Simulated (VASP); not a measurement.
LiCl:

```
CELL_PARAMETERS angstrom
0.00000 2.54212 2.54212
2.54212 0.00000 2.54212
2.54212 2.54212 0.00000
ATOMIC_POSITIONS crystal
Li 0.00000 0.00000 0.00000
Cl 0.25000 0.25000 0.25000
```

| Item | Value |
| --- | --- |
| Program | VASP 6.6.1 |
| Task | relaxation of cell and atoms |
| Functional | PBEsol |
| Potentials or basis | VASP PAW PBE potentials, release 64 (Li_sv, Cl) |
| Cutoff | 600 eV |
| k mesh | 8 × 8 × 8 |
| Occupations | fermi-dirac, width 0.03 eV |
| Spin | no spin polarisation |

At the start: pressure 8.1 GPa; volume 16.43 Å³/atom.

Problem. Where does the relaxation end?

Solution. Over 4 steps the energy falls by 78.7 meV/atom and the volume is 20.09 Å³/atom (+22.3 %); space group F-43m (No. 216, to 0.05 Å).

The path:
| step | energy change (eV) | largest force (eV/Å) | pressure (GPa) | volume (Å³) |
| --- | --- | --- | --- | --- |
| 1 | 0.0000 | 0.0000 | 8.15 | 32.86 |
| 2 | -0.1325 | 0.0000 | 2.64 | 36.99 |
| 3 | -0.1563 | 0.0000 | 0.50 | 39.52 |
| 4 | -0.1573 | 0.0000 | 0.03 | 40.17 |

Final structure:
```
Li Cl
1.0
     0.00000    2.71827    2.71827
     2.71827    0.00000    2.71827
     2.71827    2.71827    0.00000
Li Cl
1 1
Direct
  0.00000 0.00000 0.00000
  0.25000 0.25000 0.25000
```

Caveat: the cutoff is under 1.25 times the usual one of these potentials, so pressure, stress and relaxed cells hold a basis-set (Pulay) error; the volume moved by over 15 % at a fixed basis, so the end points are rough; the PAW data sets were made with another functional, which shifts forces and pressure a little.
